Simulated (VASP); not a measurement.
Wanted: the native input for a VASP 6.6.1 run.

- Task: single point
- Functional: PBEsol
- Potentials or basis: VASP PAW PBE potentials, release 64 (Zn, Au)
- Cutoff: 520 eV
- k mesh: 13 × 13 × 13
- Occupations: fermi-dirac, width 0.05 eV
- Spin: no spin polarisation
- Dipole correction: no
- Further INCAR settings: ALGO = Normal; EDIFF = 1e-06; NBANDS = 18

The structure of ZnAu lies in POSCAR:

```
ZnAu
1.0
    3.1884126438      0.0000000000      0.0000000000
    0.0000000000      3.1884126438      0.0000000000
    0.0000000000      0.0000000000      3.1884126438
Zn Au
1 1
Direct
    0.5000000000      0.5000000000      0.5000000000
    0.0000000000      0.0000000000      0.0000000000
```

This cell differs from its parent crystal: volume scaled by 1.04.

These files were run (other wordings do the same):

INCAR

```
PREC     = Accurate       # precision mode
ENCUT    = 520            # plane-wave cutoff, eV
EDIFF    = 1E-6           # SCF threshold, eV
ISMEAR   = -1             # smearing method
SIGMA    = 0.05           # smearing width, eV
LREAL    = False          # projectors in reciprocal space
LASPH    = True           # aspherical terms in the spheres
NELM     = 60             # most SCF steps
ALGO     = Normal         # electronic algorithm
ISIF     = 2              # what is computed and relaxed
LWAVE    = False          # write WAVECAR
LCHARG   = False          # write CHGCAR
GGA      = PS             # functional
NBANDS   = 18             # bands
```

KPOINTS

```
Automatic mesh
0
Gamma
  13 13 13
```

Potentials or basis: VASP PAW PBE potentials, release 64 (Zn, Au).

Launch:

```sh
$ cat potpaw_PBE.64/Zn/POTCAR potpaw_PBE.64/Au/POTCAR > POTCAR
$ mpirun -np 1 vasp_std > vasp.out
```

Results of the run:

| Property | Result |
| --- | --- |
| Pressure | -6.9 GPa |

Caveat: the PAW data sets were made with another functional, which shifts forces and pressure a little.

Wall time 18 s on 1 thread of Intel(R) Xeon(R) Platinum 8488C (Sapphire Rapids), with other jobs on the host, peak memory 0.17 GiB.
